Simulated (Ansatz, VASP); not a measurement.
# One calculation of Hf, two programs

INCAR

```
SYSTEM = Hf
PREC = Accurate
ENCUT = 520
EDIFF = 1E-7
ISMEAR = -1
SIGMA = 0.05
LREAL = .False.
LASPH = .True.
NELM = 100
ALGO = Normal
ISIF = 2
LWAVE = .False.
LCHARG = .False.
LDIPOL = .True.
IDIPOL = 3
DIPOL = 0.5 0.5 0.500
GGA = PS
NBANDS = 39
```

Contents of KPOINTS:

```
regular mesh
0
Gamma
  10 7 1
  0 0 0
```

POSCAR

```
Hf
1.0
    3.1588656729      0.0000000000      0.0000000000
    0.0000000000      4.9986711415      0.0000000000
    0.0000000000      0.0000000000     22.3832000000
Hf
6
Direct
    0.7500000000      0.7500000000      0.3574108747
    0.2500000000      0.2500000000      0.3981506250
    0.2500000000      0.7500000000      0.4796301248
    0.7500000000      0.2500000000      0.5203698752
    0.7500000000      0.7500000000      0.6018493750
    0.2500000000      0.2500000000      0.6425891253
```

Input for Ansatz:

```yaml
crystal:
  lattice:
    - [3.1588656729, 0.0, 0.0]
    - [0.0, 4.9986711415, 0.0]
    - [0.0, 0.0, 22.3832]
  atoms:
    - { symbol: Hf, position: [0.75, 0.75, 0.3574108747] }
    - { symbol: Hf, position: [0.25, 0.25, 0.398150625] }
    - { symbol: Hf, position: [0.25, 0.75, 0.4796301248] }
    - { symbol: Hf, position: [0.75, 0.25, 0.5203698752] }
    - { symbol: Hf, position: [0.75, 0.75, 0.601849375] }
    - { symbol: Hf, position: [0.25, 0.25, 0.6425891253] }
kpoints:
  mp_grid: { grid: [10, 7, 1] }
scf:
  occupations: { method: fermi_dirac, width: 0.05 }
hamiltonian:
  xc: pbesol
  pseudopotentials: { kind: paw }
output:
  forces: true
  stress: true
  eigenvalues: true
  populations: true
efield:
  axis: 3
  amplitude: 0
  dipole_correction: true
```

Alike in both runs: task single point; functional PBEsol; k mesh 10 × 7 × 1; occupations fermi-dirac, width 0.05 eV; no spin polarisation.

```csv
,VASP,Ansatz
version,VASP 6.6.1,Ansatz 0.2.0
potentials or method,"VASP PAW PBE potentials, release 64 (Hf_pv)","PAW with Ansatz's default frozen-core files, scalar-relativistic"
plane-wave cutoff (eV),520,420
valence electrons in the cell,60,156
```

Ansatz gave:

```
rms of the force components (eV/Å) : 0.217
```

Q: What did VASP give for the same quantities?

A: rms of the force components (eV/Å): 0.229.

VASP's potentials were made for PBE, not for PBEsol. Atom by atom the forces differ by 0.013 eV/Å (rms over components). VASP's potentials hold 60 valence electrons a cell and Ansatz's 156, so a difference there can come from the potentials and not from the codes.

Spin-orbit coupling is off throughout.
